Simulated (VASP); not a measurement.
# Ti5H in VASP: relaxation of the atoms with PBE

Aim: the relaxation of the atoms of Ti5H with PBE.

Program: VASP 6.6.1. These are calculated values, not measurements. Logs are shortened: lines on timing, memory, paths and dates and some standing lists are left out, and cuts for length are marked.

**1. The cell of the first run**

The cell holds a slab with vacuum, 6 atoms: a = 2.938 Å, b = 2.938 Å, c = 24.712 Å, α = 90.00°, β = 90.00°, γ = 120.00°.

**2. Relaxation of the atoms, PBE**

Contents of INCAR:

```
SYSTEM = Ti5H
PREC = Accurate ; ENCUT = 450
EDIFF = 1E-7 ; ISMEAR = 0
SIGMA = 0.1 ; LREAL = .False.
LASPH = .True. ; NELM = 120
ALGO = Normal ; ISIF = 2
LWAVE = .False. ; LCHARG = .False.
LDIPOL = .True. ; IDIPOL = 3
DIPOL = 0.5 0.5 0.386 ; GGA = PE
IBRION = 2 ; NSW = 36
EDIFFG = -0.025 ; GGA_COMPAT = .False.
NELMIN = 4 ; NELMDL = -8
```

Contents of KPOINTS:

```
regular mesh
0
Gamma
  9 9 1
  0 0 0
```

Contents of POSCAR:

```
Ti5H
1.0
    2.9381632086      0.0000000000      0.0000000000
   -1.4690816043      2.5445239791      0.0000000000
    0.0000000000      0.0000000000     24.7117068140
Ti H
5 1
Selective dynamics
Direct
    0.6666666667      0.3333333333      0.1618666015  F F F
    0.3333333333      0.6666666667      0.2559609806  F F F
    0.6666666667      0.3333333333      0.3506708119  F F F
    0.3333333333      0.6666666667      0.4475655916  F F F
    0.6666666667      0.3333333333      0.5346335206  F F F
    1.0000000000      1.0000000000      0.5623553096  F F T
```

Potentials or basis: VASP PAW PBE potentials, release 64 (Ti_sv, H).

Started as:

```bash
> cat potpaw_PBE.64/Ti_sv/POTCAR potpaw_PBE.64/H/POTCAR > POTCAR
> mpirun -np 1 vasp_std > vasp.out
```

OUTCAR:

```text
SYSTEM = Ti5H
   PREC = Accurate
   ENCUT = 450
   EDIFF = 1E-7
   ISMEAR = 0
   LREAL = .False.
   LASPH = .True.
   NELM = 120
   ISIF = 2
   GGA = PE
   IBRION = 2
   NSW = 36
   EDIFFG = -0.025
   NELMIN = 4
   NELMDL = -8

 ion  position               nearest neighbor table
   1  0.667  0.333  0.162-   2 2.88   2 2.88   2 2.88
   2  0.333  0.667  0.256-   1 2.88   1 2.88   1 2.88   3 2.89   3 2.89   3 2.89
   3  0.667  0.333  0.351-   2 2.89   2 2.89   2 2.89
   4  0.333  0.667  0.448-   5 2.74   5 2.74   5 2.74
   5  0.667  0.333  0.535-   6 1.83   6 1.83   6 1.83   4 2.74   4 2.74   4 2.74
   6  0.000  0.000  0.562-   5 1.83   5 1.83   5 1.83

  LATTYP: Found a hexagonal cell.
 ALAT       =     2.9381632086
 C/A-ratio  =     8.4105970498

  Lattice vectors:

 A1 = (   2.9381632086,   0.0000000000,   0.0000000000)
 A2 = (  -1.4690816043,   2.5445239791,   0.0000000000)
 A3 = (   0.0000000000,   0.0000000000,  24.7117068140)

Analysis of symmetry for initial positions (statically):
=====================================================================
 Subroutine PRICEL returns:
 Original cell was already a primitive cell.

 Routine SETGRP: Setting up the symmetry group for a
 hexagonal supercell.

 Subroutine GETGRP returns: Found  6 space group operations
 (whereof  6 operations were pure point group operations)
 out of a pool of 24 trial point group operations.

The static configuration has the point symmetry C_3v.

Analysis of symmetry for dynamics (positions and initial velocities):
=====================================================================
 Subroutine PRICEL returns:
 Original cell was already a primitive cell.

 Routine SETGRP: Setting up the symmetry group for a
 hexagonal supercell.

 Subroutine GETGRP returns: Found  6 space group operations
 (whereof  6 operations were pure point group operations)
 out of a pool of 24 trial point group operations.

The dynamic configuration has the point symmetry C_3v.

Analysis of constrained symmetry for selective dynamics:
=====================================================================
 Subroutine PRICEL returns:
 Original cell was already a primitive cell.

 Routine SETGRP: Setting up the symmetry group for a
 hexagonal supercell.

 Subroutine GETGRP returns: Found  6 space group operations
 (whereof  6 operations were pure point group operations)
 out of a pool of 24 trial point group operations.

The constrained configuration has the point symmetry C_3v.

 Subroutine INISYM returns: Found  6 space group operations
 (whereof  6 operations are pure point group operations),
 and found     1 'primitive' translations

----------------------------------------------------------------------------------------

                                     Primitive cell

  volume of cell :     184.7503

  direct lattice vectors                    reciprocal lattice vectors
     2.938163209  0.000000000  0.000000000     0.340348690  0.196500408  0.000000000
    -1.469081604  2.544523979  0.000000000     0.000000000  0.393000816  0.000000000
     0.000000000  0.000000000 24.711706814     0.000000000  0.000000000  0.040466650

  length of vectors
     2.938163209  2.938163209 24.711706814     0.393000816  0.393000816  0.040466650

  position of ions in fractional coordinates (direct lattice)
     0.666666667  0.333333333  0.161866602
     0.333333333  0.666666667  0.255960981
     0.666666667  0.333333333  0.350670812
     0.333333333  0.666666667  0.447565592
     0.666666667  0.333333333  0.534633521
[... 45 lines left out ...]
  0.222222  0.111111  0.000000     12.000000
  0.333333  0.111111  0.000000     12.000000
  0.444444  0.111111  0.000000      6.000000
  0.222222  0.222222  0.000000      6.000000
  0.333333  0.222222  0.000000     12.000000
  0.333333  0.333333  0.000000      2.000000
   k-points           NKPTS =     12   k-points in BZ     NKDIM =     12   number of bands    NBANDS=     36
   number of dos      NEDOS =    301   number of ions     NIONS =      6
   total plane-waves  NPLWV =  72000
   dimension x,y,z NGX =    20 NGY =   20 NGZ =  180
   dimension x,y,z NGXF=    40 NGYF=   40 NGZF=  360
   ions per type =               5   1
   NGX,Y,Z   is equivalent  to a cutoff of  11.32, 11.32, 12.11 a.u.
   NGXF,Y,Z  is equivalent  to a cutoff of  22.63, 22.63, 24.22 a.u.
 SYSTEM =  Ti5H
   PREC   = accura    normal or accurate (medium, high low for compatibility)
   ISTART =      0    job   : 0-new  1-cont  2-samecut
   ICHARG =      2    charge: 1-file 2-atom 10-const
   ISPIN  =      1    spin polarized calculation?
   LNONCOLLINEAR =      F non collinear calculations
   LSORBIT =      F    spin-orbit coupling
   LASPH  =      T    aspherical Exc in radial PAW
   ENCUT  =  450.0 eV  33.07 Ry    5.75 a.u.   5.08  5.08 42.74*2*pi/ulx,y,z
   NELM   =    120;   NELMIN=  4; NELMDL= -8     # of ELM steps
   EDIFF  = 0.1E-06   stopping-criterion for ELM
   LREAL  =      F    real-space projection
   EDIFFG = -.3E-01   stopping-criterion for IOM
   NSW    =     36    number of steps for IOM
   IBRION =      2    ionic relax: 0-MD 1-quasi-New 2-CG
   NFREE  =      1    steps in history (QN), initial steepest desc. (CG)
   ISIF   =      2    stress and relaxation
   ISYM   =      2    0-nonsym 1-usesym 2-fastsym
   POTIM  = 0.5000    time-step for ionic-motion
   TEBEG  =    0.0;   TEEND  =   0.0 temperature during run
   PSTRESS=    0.0 pullay stress
   NELECT =      61.0000    total number of electrons
   NUPDOWN=      -1.0000    fix difference up-down
   EMIN   =  10.00;   EMAX   =-10.00  energy-range for DOS
   EFERMI =   0.00;   METHOD = LEGACY
   ISMEAR =     0;   SIGMA  =   0.10  broadening in eV -4-tet -1-fermi 0-gaus
   EFERMI_NEDOS =   21; number of points for ismear=-14 and -15
   IALGO  =     38    algorithm
   IMIX   =      4    mixing-type and parameters
     AMIX     =   0.40;   BMIX     =  1.00
     AMIX_MAG =   1.60;   BMIX_MAG =  1.00
  volume/ion in A,a.u.               =      30.79       207.79
  Fermi-wavevector in a.u.,A,eV,Ry     =   1.131505  2.138234 17.419579  1.280303
  Thomas-Fermi vector in A             =   2.268204
   LORBIT       =      0    0 simple, 1 ext, 2 COOP (PROOUT), +10 PAW based schemes
   GGA     = PE    functional components
   LHFCALC =     F    Hartree Fock is set to
   AEXX    =    0.0000 exact exchange contribution
   IVDW    =     0    specifies the selected vdW correction
   LEPSILON=     F    determine dielectric tensor
   LRPA    =     F    only Hartree local field effects (RPA)
 conjugate gradient relaxation of ions
 non-spin polarized calculation
 Gauss-broadening in eV      SIGMA  =   0.10
  energy-cutoff  :      450.00
  volume of cell :      184.75
 maximum number of plane-waves:      4033
   NGX = 11   NGY = 11   NGZ = 85

--------------------------------------- Ionic step        1  -------------------------------------------

 number of electron      60.9999989 magnetization

 Free energy of the ion-electron system (eV)
  ---------------------------------------------------
  ext. energy  EPLUGINS =         0.00000000
  ---------------------------------------------------
  free energy    TOTEN  =       -41.60882687 eV

  energy without entropy =      -41.56730207  energy(sigma->0) =      -41.58806447

------------------------ aborting loop because EDIFF is reached ----------------------------------------

  FORCE on cell =-STRESS in cart. coord.  units (eV):
  Direction    XX          YY          ZZ          XY          YZ          ZX
  --------------------------------------------------------------------------------------
  -------------------------------------------------------------------------------------
  Total        0.2088818      0.2088818      0.1291214      0.0000000      0.0000000     -0.0000000
  in kB        1.8114487      1.8114487      1.1197565      0.0000000      0.0000000     -0.0000000
  external PRESSURE =       1.5808846 kB  Pullay stress =       0.0000000 kB
[... 109 lines left out ...]
 number of electron      60.9999988 magnetization

------------------------ aborting loop because EDIFF is reached ----------------------------------------

 vacuum level on the upper side and lower side of the slab       (xc-potential included)         0.151        -0.174

  FORCE on cell =-STRESS in cart. coord.  units (eV):
  Direction    XX          YY          ZZ          XY          YZ          ZX
  --------------------------------------------------------------------------------------
  -------------------------------------------------------------------------------------
  Total       -1.7398780     -1.7398780     -1.6228835      0.0000000      0.0000000     -0.0000000
  in kB      -15.0884338    -15.0884338    -14.0738432      0.0000000      0.0000000     -0.0000000
  external PRESSURE =     -14.7502369 kB  Pullay stress =       0.0000000 kB
[... 21 lines left out ...]
  FREE ENERGIE OF THE ION-ELECTRON SYSTEM (eV)
  ---------------------------------------------------
  free  energy   TOTEN  =       -41.7385798136 eV

  energy  without entropy=      -41.6951114484  energy(sigma->0) =      -41.71684563

 dipolmoment           0.000000      0.000000      0.000486 electrons x Angstroem

--------------------------------------- Ionic step        5  -------------------------------------------

 number of electron      60.9999988 magnetization

 dipolmoment           0.000000      0.000000     -0.000779 electrons x Angstroem

 Free energy of the ion-electron system (eV)
  ---------------------------------------------------
  ext. energy  EPLUGINS =         0.00000000
  ---------------------------------------------------
  free energy    TOTEN  =       -41.80687217 eV

  energy without entropy =      -41.76376920  energy(sigma->0) =      -41.78532069

 E-fermi :   1.7567     XC(G=0):  -6.2955

 val. band max:        1.7561220790   @ k =   0.3333   0.1111   0.0000
 cond. band min:       1.7580683758   @ k =   0.2222   0.2222   0.0000
 fundamental gap:      0.0019462968
 Fermi energy:         1.7566835357

 k-point     1 :       0.0000    0.0000    0.0000
  band No.  band energies     occupation
      1     -55.2232      2.00000
      2     -55.2062      2.00000
      3     -55.0526      2.00000
      4     -54.9902      2.00000
      5     -54.9417      2.00000
      6     -31.7606      2.00000
[... 457 lines left out ...]
     35       1.8900      0.05930
     36       2.0354      0.00008

------------------------ aborting loop because EDIFF is reached ----------------------------------------

 vacuum level on the upper side and lower side of the slab       (xc-potential included)        -0.204        -0.227

  FORCE on cell =-STRESS in cart. coord.  units (eV):
  Direction    XX          YY          ZZ          XY          YZ          ZX
  --------------------------------------------------------------------------------------
  -------------------------------------------------------------------------------------
  Total       -1.2544067     -1.2544067     -0.7331823      0.0000000      0.0000000      0.0000000
  in kB      -10.8783680    -10.8783680     -6.3582459      0.0000000      0.0000000      0.0000000
  external PRESSURE =      -9.3716606 kB  Pullay stress =       0.0000000 kB
[... 21 lines left out ...]
  FREE ENERGIE OF THE ION-ELECTRON SYSTEM (eV)
  ---------------------------------------------------
  free  energy   TOTEN  =       -41.8068721698 eV

  energy  without entropy=      -41.7637692032  energy(sigma->0) =      -41.78532069

 reached required accuracy - stopping structural energy minimisation

 vacuum level on the upper side and lower side of the slab         5.988         5.959
```

Wall time 11 min (1 thread of AMD EPYC 7R43 (Zen 3), shared host); peak memory 0.23 GiB.

What came out:

```
Free energy               : -41.8069 eV
Energy gained by relaxing : 33.0 meV/atom
Ionic steps               : 5
Band gap on the k mesh    : zero (an odd number of electrons rules out a gap without spin polarisation)
```

The path:
```
step  energy change (eV)  largest force on free atoms (eV/Å)  pressure (GPa)
   1              0.0000                              1.1029            0.16
   2             -0.0550                              0.9620           -0.02
   3             -0.1694                              0.4531           -0.54
   4             -0.1298                              0.6972           -1.48
   5             -0.1980                              0.0003           -0.94
```

Final structure:
```
CELL_PARAMETERS angstrom
2.93816 0.00000 0.00000
-1.46908 2.54452 0.00000
0.00000 0.00000 24.71171
ATOMIC_POSITIONS crystal
Ti 0.66667 0.33333 0.16187
Ti 0.33333 0.66667 0.25596
Ti 0.66667 0.33333 0.35067
Ti 0.33333 0.66667 0.44757
Ti 0.66667 0.33333 0.53463
H 0.00000 0.00000 0.57606
```
